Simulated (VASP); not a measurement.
# CoO (R-3m) in VASP: a series of runs

Runs on CoO. Level: PBE+U. Tasks: single point.

All numbers are computed with VASP 6.6.1; they aren't measurements. Logs are shortened: lines on timing, memory, paths and dates and some standing lists are left out, and cuts for length are marked.

### Step 1. The cell of the first run

The structure is trigonal, space group R-3m (No. 166). The conventional cell has a = 3.056 Å, b = 3.056 Å, c = 7.408 Å, α = 90.00°, β = 90.00°, γ = 120.00°. Within 2.8 Å of Co (site symmetry -3m) lie 6 O at 2.15 Å. O (site symmetry -3m) has 6 Co at 2.15 Å within 2.8 Å.

### Step 2. Single point, PBE+U, collinear spin, antiferromagnetic start

Input file INCAR:

```
PREC = Accurate ; ENCUT = 520
EDIFF = 1E-6 ; ISMEAR = 0
SIGMA = 0.05 ; LREAL = False
LASPH = True ; NELM = 150
ALGO = Normal ; ISIF = 2
LWAVE = False ; LCHARG = False
ISPIN = 2 ; MAGMOM = 2.8 -2.8 0 0
LORBIT = 11 ; LMAXMIX = 4
LDAU = True ; LDAUTYPE = 2
LDAUL = 2 -1 ; LDAUU = 3.3 0
LDAUJ = 0 0 ; LDAUPRINT = 1
GGA = PE ; NBANDS = 27
```

Input file KPOINTS:

```
Automatic mesh
0
Gamma
  10 10 10
```

Input file POSCAR:

```
CoO
1.0
   -2.1310873345     -2.1310873345      4.2920764659
   -4.2920764659     -2.1310873345      2.1310873345
   -2.1310873345     -4.2920764659      2.1310873345
Co O
2 2
Direct
    0.0000000000      0.0000000000      0.0000000000
    0.5000000000      0.5000000000      0.5000000000
    1.2499999996     -0.7500000004     -0.7500000004
    1.7500000004     -0.2499999996     -0.2499999996
```

Potentials or basis: VASP PAW PBE potentials, release 64 (Co, O).

Launch:

```bash
$ cat potpaw_PBE.64/Co/POTCAR potpaw_PBE.64/O/POTCAR > POTCAR
$ mpirun -np 1 vasp_std > vasp.out
```

OUTCAR:

```text
PREC = Accurate
   ENCUT = 520
   EDIFF = 1E-6
   ISMEAR = 0
   LREAL = False
   LASPH = True
   NELM = 150
   ISIF = 2
   ISPIN = 2
   LORBIT = 11
   GGA = PE

 ion  position               nearest neighbor table
   1  0.000  0.000  0.000-   4 2.15   4 2.15   4 2.15   3 2.15   3 2.15   3 2.15   2 3.03   2 3.03
                             2 3.03   2 3.03   2 3.03   2 3.03
   2  0.500  0.500  0.500-   3 2.15   3 2.15   4 2.15   4 2.15   3 2.15   4 2.15   1 3.03   1 3.03
                             1 3.03   1 3.03   1 3.03   1 3.03
   3  0.250  0.250  0.250-   2 2.15   2 2.15   2 2.15   1 2.15   1 2.15   1 2.15
   4  0.750  0.750  0.750-   2 2.15   2 2.15   2 2.15   1 2.15   1 2.15   1 2.15

  LATTYP: Found a trigonal (rhomboedric) cell.
 ALAT       =     5.2445196962
 COS(alpha) =     0.8302171874

  Lattice vectors:

 A1 = (  -2.1310873345,  -2.1310873345,   4.2920764659)
 A2 = (  -4.2920764659,  -2.1310873345,   2.1310873345)
 A3 = (  -2.1310873345,  -4.2920764659,   2.1310873345)

Analysis of symmetry for initial positions (statically):
=====================================================================
 Subroutine PRICEL returns following result:

  LATTYP: Found a trigonal (rhomboedric) cell.
 ALAT       =     3.0349932000
 COS(alpha) =     0.4930212917
[... 12 lines left out ...]
 Subroutine GETGRP returns: Found 12 space group operations
 (whereof 12 operations were pure point group operations)
 out of a pool of 12 trial point group operations.

The static configuration has the point symmetry D_3d.

Analysis of symmetry for dynamics (positions and initial velocities):
=====================================================================
 Subroutine PRICEL returns following result:

  LATTYP: Found a trigonal (rhomboedric) cell.
 ALAT       =     3.0349932000
 COS(alpha) =     0.4930212917
[... 12 lines left out ...]
 Subroutine GETGRP returns: Found 12 space group operations
 (whereof 12 operations were pure point group operations)
[... 227 lines left out ...]
  o =  0.1478  v =  0.0068  0.0606 -0.1026 -0.0538  0.9914  0.0000  0.0000  0.0000  0.0000  0.0000      0.0000  0.0000  0.0000  0.0000  0.0000  0.0000  0.0000  0.0000  0.0000  0.0000
  o =  0.4975  v =  0.1777  0.7766  0.0178 -0.5989 -0.0794  0.0000  0.0000  0.0000  0.0000  0.0000      0.0000  0.0000  0.0000  0.0000  0.0000  0.0000  0.0000  0.0000  0.0000  0.0000
  o =  0.4975  v =  0.7941  0.2432  0.0794  0.5510  0.0178  0.0000  0.0000  0.0000  0.0000  0.0000      0.0000  0.0000  0.0000  0.0000  0.0000  0.0000  0.0000  0.0000  0.0000  0.0000
  o =  0.9519  v = -0.5774  0.5774 -0.0000  0.5774 -0.0000  0.0000  0.0000  0.0000  0.0000  0.0000      0.0000  0.0000  0.0000  0.0000  0.0000  0.0000  0.0000  0.0000  0.0000  0.0000
  o =  0.9661  v =  0.0000  0.0000  0.0000  0.0000  0.0000 -0.5774  0.5774  0.0000  0.5774  0.0000      0.0000  0.0000  0.0000  0.0000  0.0000  0.0000  0.0000  0.0000  0.0000  0.0000
  o =  0.9676  v =  0.0000  0.0000  0.0000  0.0000  0.0000 -0.8139 -0.4623 -0.0111 -0.3516  0.0009      0.0000  0.0000  0.0000  0.0000  0.0000  0.0000  0.0000  0.0000  0.0000  0.0000
  o =  0.9676  v =  0.0000  0.0000  0.0000  0.0000  0.0000  0.0639 -0.6729  0.0009  0.7368  0.0111      0.0000  0.0000  0.0000  0.0000  0.0000  0.0000  0.0000  0.0000  0.0000  0.0000
  o =  0.9997  v =  0.0000  0.0000  0.0000  0.0000  0.0000  0.0000  0.0079  0.0000 -0.0079  0.9999      0.0000  0.0000  0.0000  0.0000  0.0000  0.0000  0.0000  0.0000  0.0000  0.0000
  o =  0.9997  v =  0.0000  0.0000  0.0000  0.0000  0.0000 -0.0091 -0.0046  0.9999 -0.0046 -0.0000      0.0000  0.0000  0.0000  0.0000  0.0000  0.0000  0.0000  0.0000  0.0000  0.0000

 number of electron      29.9999993 magnetization      -0.0000000

 Free energy of the ion-electron system (eV)
  ---------------------------------------------------
  ext. energy  EPLUGINS =         0.00000000
  ---------------------------------------------------
  free energy    TOTEN  =       -22.83806078 eV

  energy without entropy =      -22.82647513  energy(sigma->0) =      -22.83226795

 E-fermi :   7.1942     XC(G=0): -12.1954

 val. band max:        7.1918360048   @ k =  -0.2000   0.2000   0.0000
 cond. band min:       7.1964247831   @ k =  -0.4000   0.4000   0.0000
 fundamental gap:      0.0045887783
 Fermi energy:         7.1942025576

 spin component 1

 k-point     1 :       0.0000    0.0000    0.0000
  band No.  band energies     occupation
      1     -12.0761      1.00000
      2     -10.8637      1.00000
      3      -0.2504      1.00000
      4       1.2161      1.00000
      5       1.2162      1.00000
      6       2.9133      1.00000
[... 1433 lines left out ...]
     26      22.0375      0.00000
     27      24.7413      0.00000

 [... further k-points ...]
[... 5 lines left out ...]
  --------------------------------------------------------------------------------------
  -------------------------------------------------------------------------------------
  Total       -1.6717662     -1.6717662     -1.6717662      0.6938233     -0.6938233     -0.6938233
  in kB      -67.0500272    -67.0500272    -67.0500272     27.8273805    -27.8273805    -27.8273805
  external PRESSURE =     -67.0500272 kB  Pullay stress =       0.0000000 kB

 VOLUME and BASIS-vectors are now :
 -----------------------------------------------------------------------------
  energy-cutoff  :      520.00
  volume of cell :       39.95
      direct lattice vectors                 reciprocal lattice vectors
    -2.131087335 -2.131087335  4.292076466     0.115283372  0.115283372  0.347467683
    -4.292076466 -2.131087335  2.131087335    -0.347467683  0.115283372 -0.115283372
    -2.131087335 -4.292076466  2.131087335     0.115283372 -0.347467683 -0.115283372

 POSITION                                       TOTAL-FORCE (eV/Angst)
 -----------------------------------------------------------------------------------
      0.00000      0.00000      0.00000        -0.000000     -0.000000     -0.000000
     -4.27713     -4.27713      4.27713        -0.000000     -0.000000     -0.000000
     -2.13856     -2.13856      2.13856         0.000000      0.000000      0.000000
     -6.41569     -6.41569      6.41569        -0.000000     -0.000000     -0.000000
 -----------------------------------------------------------------------------------
    total drift:                               -0.000000     -0.000000      0.000000

  FREE ENERGIE OF THE ION-ELECTRON SYSTEM (eV)
  ---------------------------------------------------
  free  energy   TOTEN  =       -22.8380607815 eV

  energy  without entropy=      -22.8264751260  energy(sigma->0) =      -22.83226795

 total charge

# of ion       s       p       d       tot
------------------------------------------
    1        0.292   0.340   7.121   7.752
    2        0.292   0.340   7.121   7.752
    3        1.555   3.426   0.000   4.981
    4        1.555   3.426   0.000   4.981
--------------------------------------------------
tot          3.693   7.533  14.241  25.467

 magnetization (x)

# of ion       s       p       d       tot
------------------------------------------
    1        0.004   0.001   2.657   2.662
    2       -0.004  -0.001  -2.657  -2.662
    3        0.000   0.000   0.000   0.000
    4        0.000   0.000   0.000   0.000
--------------------------------------------------
tot          0.000   0.000   0.000   0.000
```

OSZICAR:

```text
N       E                     dE             d eps       ncg     rms          rms(c)
DAV:   1     0.250308372678E+03    0.25031E+03   -0.13651E+04 12712   0.136E+03
DAV:   2     0.424972881708E+00   -0.24988E+03   -0.22307E+03 12964   0.317E+02
DAV:   3    -0.260512745350E+02   -0.26476E+02   -0.25165E+02 13963   0.117E+02
[... 10 lines left out ...]
DAV:  14    -0.228373623100E+02   -0.32444E-02   -0.31399E-03 17625   0.693E-01    0.107E-01
DAV:  15    -0.228380280622E+02   -0.66575E-03   -0.14042E-03 18728   0.426E-01    0.370E-02
DAV:  16    -0.228380446129E+02   -0.16551E-04   -0.12866E-04 13349   0.118E-01    0.280E-02
DAV:  17    -0.228380593781E+02   -0.14765E-04   -0.48833E-05 16159   0.118E-01    0.867E-03
DAV:  18    -0.228380607526E+02   -0.13745E-05   -0.53407E-06 16862   0.221E-02    0.407E-03
DAV:  19    -0.228380607815E+02   -0.28950E-07   -0.66081E-07  6971   0.153E-02
   1 F= -.22838061E+02 E0= -.22832268E+02  d E =-.115857E-01  mag=     0.0000
```

stdout:

```text
POSCAR found type information on POSCAR CoO
 POSCAR found :  2 types and       4 ions
 scaLAPACK will be used
 LDA part: xc-table for (Slater+PW92), standard interpolation
 POSCAR, INCAR and KPOINTS ok, starting setup
 FFT: planning ... GRIDC
 FFT: planning ... GRID_SOFT
 FFT: planning ... GRID
 WAVECAR not read
 entering main loop
```

It took 13 min on 1 thread of Intel Xeon 6975P-C, shared host; peak memory 0.41 GiB.

What came out:

* Free energy: -22.8381 eV
* Pressure: -6.7 GPa
* Band gap on the k mesh: zero (filled and empty bands overlap)
* Net moment: 0.00 μB per cell
* Site moments: Co +2.66, -2.66; O +0.00 μB
* Valence electrons inside the program's atomic spheres: Co 7.75; O 4.98

Stress tensor (GPa, compression positive):
```
-6.71  2.78 -2.78
 2.78 -6.71 -2.78
-2.78 -2.78 -6.71
```

Eigenvalues of the final occupation matrices:
| site | spin | trace | eigenvalues |
| --- | --- | --- | --- |
| site 1 d | 1 | 4.90 | 0.97 0.97 0.97 1.00 1.00 |
| site 1 d | 2 | 2.24 | 0.15 0.15 0.50 0.50 0.95 |
| site 2 d | 1 | 2.24 | 0.15 0.15 0.50 0.50 0.95 |
| site 2 d | 2 | 4.90 | 0.97 0.97 0.97 1.00 1.00 |

The state reached can hang on the start; a lower one may exist.

### Step 3. Single point, PBE+U, collinear spin, antiferromagnetic start (volume scaled by 1.020)

Input file INCAR:

```
  PREC = Accurate
  ENCUT = 520
  EDIFF = 1E-6
  ISMEAR = 0
  SIGMA = 0.05
  LREAL = False
  LASPH = True
  NELM = 150
  ALGO = Normal
  ISIF = 2
  LWAVE = False
  LCHARG = True
  ISPIN = 2
  MAGMOM = 2.81 -2.81 0 0
  LORBIT = 11
  LMAXMIX = 4
  LDAU = True
  LDAUTYPE = 2
  LDAUL = 2 -1
  LDAUU = 3.3 0
  LDAUJ = 0 0
  LDAUPRINT = 1
  GGA = PE
  LELF = True
  LVHAR = True
  NBANDS = 27
```

Input file KPOINTS:

```
regular mesh
0
Gamma
  10 10 10
```

Input file POSCAR:

```
CoO
1.0
   -2.1452009070     -2.1452009070      4.3205016417
   -4.3205016417     -2.1452009070      2.1452009070
   -2.1452009070     -4.3205016417      2.1452009070
Co O
2 2
Direct
    0.0000000000      0.0000000000      0.0000000000
    0.5000000000      0.5000000000      0.5000000000
    1.2499999996     -0.7500000004     -0.7500000004
    1.7500000004     -0.2499999996     -0.2499999996
```

Potentials or basis: VASP PAW PBE potentials, release 64 (Co, O).

Launch:

```bash
$ cat potpaw_PBE.64/Co/POTCAR potpaw_PBE.64/O/POTCAR > POTCAR
$ mpirun -np 1 vasp_std > vasp.out
```

Run time: 11 min. Hardware: 1 thread of Intel Xeon 6975P-C, shared host; peak memory 0.41 GiB.

It converged, with:

```yaml
Free_energy: -22.7985 eV
Pressure: -9.5 GPa
Band_gap_on_the_k_mesh: zero (filled and empty bands overlap)
Net_moment: 0.00 μB per cell
Site_moments: Co +2.67, -2.67; O +0.00 μB
Valence_electrons_inside_the_program's_atomic_spheres: Co 7.72; O 4.97
```

Stress tensor (GPa, compression positive):
```
-9.51  2.67 -2.67
 2.67 -9.51 -2.67
-2.67 -2.67 -9.51
```

Levels at points of the mesh, in eV from the Fermi level:
Spin up:
```
           k point  band 12  band 13  band 14  band 15  band 16  band 17  band 18  band 19
(0.00, 0.00, 0.00)    -2.20    -2.19    -1.37    -0.12    -0.12     1.30     2.80     2.80
(0.50, 0.00, 0.00)    -1.94    -1.63    -1.52    -0.06     0.15     2.65     2.78     7.05
(0.50, 0.50, 0.00)    -2.20    -1.81    -1.20    -0.08     0.15     3.02     3.05     5.38
(0.50, 0.50, 0.50)    -1.55    -1.13    -1.13    -0.19    -0.19     2.60     2.60     3.93
```
Spin down:
```csv
k point,band 13,band 14,band 15,band 16,band 17,band 18
"(0.00, 0.00, 0.00)",-2.19,-1.37,-0.12,-0.12,1.30,2.80
"(0.50, 0.00, 0.00)",-1.63,-1.52,-0.06,0.15,2.65,2.78
"(0.50, 0.50, 0.00)",-1.81,-1.20,-0.08,0.15,3.02,3.05
"(0.50, 0.50, 0.50)",-1.13,-1.13,-0.19,-0.19,2.60,2.60
```

Eigenvalues of the final occupation matrices:
| site | spin | trace | eigenvalues |
| --- | --- | --- | --- |
| site 1 d | 1 | 4.90 | 0.97 0.97 0.97 1.00 1.00 |
| site 1 d | 2 | 2.23 | 0.14 0.14 0.50 0.50 0.95 |
| site 2 d | 1 | 2.23 | 0.14 0.14 0.50 0.50 0.95 |
| site 2 d | 2 | 4.90 | 0.97 0.97 0.97 1.00 1.00 |

 The state reached can hang on the start; a lower one may exist.

(Continued in part 2 of 2.)
